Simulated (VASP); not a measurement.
Set up this calculation in VASP 6.6.1, as the native input.

```yaml
Task: electric field gradients
Functional: PBE
Potentials_or_basis: VASP PAW PBE potentials, release 64 (Ru_pv)
Cutoff: 520 eV
k_mesh: 14 × 14 × 8
Occupations: fermi-dirac, width 0.03 eV
Spin: no spin polarisation
Dipole_correction: no
Further_INCAR_settings: ALGO = Normal; EDIFF = 1e-08; NBANDS = 21
```

The structure of Ru lies in POSCAR:

```
Ru
1.0
    2.7057993342     -0.0135289967     -0.0135289967
   -1.3646161219      2.3500554593     -0.0049519565
   -0.0214095000     -0.0214095000      4.2819000000
Ru
2
Direct
    0.3333333333      0.6666666667      0.2500000000
    0.6666666667      0.3333333333      0.7500000000
```

This cell differs from its parent crystal: equal xy, yz and zx shear strains of -1 %.

These files were run (other wordings do the same):

INCAR

```
SYSTEM = Ru
PREC = Accurate
ENCUT = 520
EDIFF = 1E-8
ISMEAR = -1
SIGMA = 0.03
LREAL = .FALSE.
LASPH = .TRUE.
NELM = 80
ALGO = Normal
ISIF = 2
LWAVE = .FALSE.
LCHARG = .FALSE.
GGA = PE
LEFG = .TRUE.
NBANDS = 21
```

KPOINTS

```
Automatic mesh
0
G
  14 14 8
  0 0 0
```

Potentials or basis: VASP PAW PBE potentials, release 64 (Ru_pv).

Command:

```sh
$ cat potpaw_PBE.64/Ru_pv/POTCAR > POTCAR
$ mpirun -np 1 vasp_std > vasp.out
```

It gave:

* Pressure: 4.6 GPa
* Largest force: 0.049 eV/Å
* Band gap on the k mesh: zero (bands 14 and 15 overlap by 3.16 eV)
* Largest electric field gradient by atom: Ru -13.5 V/Å²

Caveat: the cell differs from its parent crystal (equal xy, yz and zx shear strains of -1 %); the cell stands under pressure; without QUAD_EFG the Cq values of the log hold for a quadrupole moment of 1 mb, not for the nuclei.

It took 3.8 min on 1 thread of AMD EPYC 7R13 Processor (Zen 3) (shared host), peak memory 0.4 GiB.
